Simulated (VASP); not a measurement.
## PbI7: single point with PBE

PbI7:

```
Pb I
1.0
     0.00000    5.38301    5.38301
     5.38301    0.00000    5.38301
     5.38301    5.38301    0.00000
Pb I
1 7
Direct
  0.00000 0.00000 0.00000
  0.50000 0.50000 0.50000
  0.00000 0.50000 0.00000
  0.50000 0.00000 0.00000
  0.00000 0.50000 0.50000
  0.50000 0.00000 0.50000
  0.00000 0.00000 0.50000
  0.50000 0.50000 0.00000
```

| Item | Value |
| --- | --- |
| Program | VASP 6.6.1 |
| Task | single point |
| Functional | PBE |
| Potentials or basis | VASP PAW PBE potentials, release 64 (Pb_d, I) |
| Cutoff | 520 eV |
| k mesh | 4 × 4 × 4 |
| Occupations | gaussian, width 0.1 eV |
| Spin | no spin polarisation |

| Item | Value |
| --- | --- |
| Pressure | -1.6 GPa |

Levels at points of the mesh, in eV from the Fermi level:
| k point | band 29 | band 30 | band 31 | band 32 | band 33 | band 34 | band 35 | band 36 |
| --- | --- | --- | --- | --- | --- | --- | --- | --- |
| (0.00, 0.00, 0.00) | 0.12 | 0.21 | 0.21 | 0.59 | 0.59 | 0.59 | 2.79 | 2.79 |
| (0.50, 0.00, 0.00) | -0.48 | -0.44 | -0.02 | -0.02 | 0.46 | 0.46 | 0.66 | 2.42 |
| (0.50, 0.50, 0.00) | -0.24 | -0.24 | -0.05 | -0.05 | 0.09 | 0.18 | 0.58 | 2.05 |

It took 110 s on 1 thread of AMD EPYC 9R14 (Zen 4), on a shared host, peak memory 0.47 GiB.

Caveat: spin-orbit coupling is left out, which moves the levels of the heavy elements; an odd number of electrons without spin polarisation forces a metal; a magnetic or distorted state may lie lower.
